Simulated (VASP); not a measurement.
The system is GaN.

```
Ga N
1.0
     0.00000    2.27144    2.22441
     2.27144    0.00000    2.22441
     2.27144    2.27144    0.00000
Ga N
1 1
Direct
  0.00000 0.00000 0.00000
  0.25000 0.25000 0.25000
```

This cell differs from its parent crystal: epitaxial xy strain +1.0%.

Base run:

* Program: VASP 6.6.1
* Functional: PBE
* Potentials or basis: VASP PAW PBE potentials, release 64 (Ga_d, N)
* Cutoff: 520 eV
* k mesh: 10 × 10 × 10
* Occupations: fermi-dirac, width 0.02 eV
* Spin: no spin polarisation

Its results: band gap on the k mesh 1.64 eV; pressure 4.5 GPa.

The run is repeated on the same cell with these changes: functional from PBE to r2SCAN; occupations from fermi-dirac, width 0.02 eV to gaussian, width 0.01 eV. What comes out?

Band gap on the k mesh 2.04 eV; pressure -0.7 GPa.

Caveats: the structure was generated, so it needn't be the stable form of GaN; the cell stands under pressure (at least some runs); the PAW data sets were made with another functional, which shifts forces and pressure a little (at least some runs).

